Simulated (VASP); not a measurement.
Here is a VASP 6.6.1 calculation.

INCAR

```
  PREC = Accurate
  ENCUT = 520
  EDIFF = 1E-7
  ISMEAR = 0
  SIGMA = 0.1
  LREAL = False
  LASPH = True
  NELM = 100
  ALGO = Normal
  ISIF = 2
  LWAVE = False
  LCHARG = True
  GGA = PE
  LELF = True
  LVHAR = True
  NBANDS = 21
```

The input KPOINTS:

```
Automatic mesh
0
Gamma
  6 6 6
```

Contents of POSCAR:

```
SiC2
1.0
    0.0000000000      3.2959086721      4.4367680608
    2.4925432464      0.0000000000      4.4367680608
    2.4925432464      3.2959086721      0.0000000000
Si C
2 4
Direct
    0.2839850434      0.7160149566      0.7160149566
    0.7160149566      0.2839850434      0.2839850434
    0.6607594502      0.9546823863      0.3392405498
    0.0453176137      0.3392405498      0.9546823863
    0.9546823863      0.6607594502      0.0453176137
    0.3392405498      0.0453176137      0.6607594502
```

Potentials or basis: VASP PAW PBE potentials, release 64 (Si, C).

The run is started by

```bash
$ cat potpaw_PBE.64/Si/POTCAR potpaw_PBE.64/C/POTCAR > POTCAR
$ mpirun -np 1 vasp_std > vasp.out
```

Estimate the band gap on the k mesh.

zero (band 12 reaches 5.67 eV, above the bottom of band 13 at 5.27 eV).

Estimate the pressure.

0.1 GPa.

Predict the largest force.

0.044 eV/Å.

Forces on the atoms (eV/Å):
```
Si  -0.044  0.000  0.000
Si   0.044  0.000  0.000
C   -0.018  0.000 -0.002
C   -0.018  0.000  0.002
C    0.018  0.000 -0.002
C    0.018  0.000  0.002
```
